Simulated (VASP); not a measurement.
Here is a VASP 6.6.1 calculation.

Contents of INCAR:

```
SYSTEM = MoH6
ALGO = Normal
EDIFF = 1E-6
ENCUT = 500
GGA = PE
GGA_COMPAT = .False.
ISIF = 2
ISMEAR = 0
LASPH = .True.
LCHARG = .False.
LREAL = .False.
LWAVE = .False.
NBANDS = 19
NELM = 120
PREC = Accurate
SIGMA = 0.15
```

The input KPOINTS:

```
k-points
0
Gamma
  3 3 3
  0 0 0
```

File POSCAR:

```
MoH6
1.0
    3.2471172386      0.0000000000      0.0000000000
    0.0000000000      3.2471172386      0.0000000000
    0.0000000000      0.0000000000      3.2471172386
H Mo
6 1
Direct
    0.5000000000      0.5000000000      0.1394651877
    0.5000000000      0.5000000000      0.8605348123
    0.1394651877      0.5000000000      0.5000000000
    0.8605348123      0.5000000000      0.5000000000
    0.5000000000      0.1394651877      0.5000000000
    0.5000000000      0.8605348123      0.5000000000
    0.0000000000      0.0000000000      0.0000000000
```

Potentials or basis: VASP PAW PBE potentials, release 64 (H, Mo_sv).

Command:

```bash
$ cat potpaw_PBE.64/H/POTCAR potpaw_PBE.64/Mo_sv/POTCAR > POTCAR
$ mpirun -np 1 vasp_std > vasp.out
```

Q: Estimate the largest force.

A: 0.063 eV/Å.

Q: Predict the band gap on the k mesh.

A: Zero (band 10 reaches 8.60 eV, above the bottom of band 11 at 7.69 eV).

Q: Estimate the pressure.

A: -0.1 GPa.

Forces on the atoms (eV/Å):
```
H    0.000  0.000  0.063
H    0.000  0.000 -0.063
H    0.063  0.000  0.000
H   -0.063  0.000  0.000
H    0.000  0.063  0.000
H    0.000 -0.063  0.000
Mo   0.000  0.000  0.000
```

Caveat: the k points lie up to 0.65 Å⁻¹ apart.
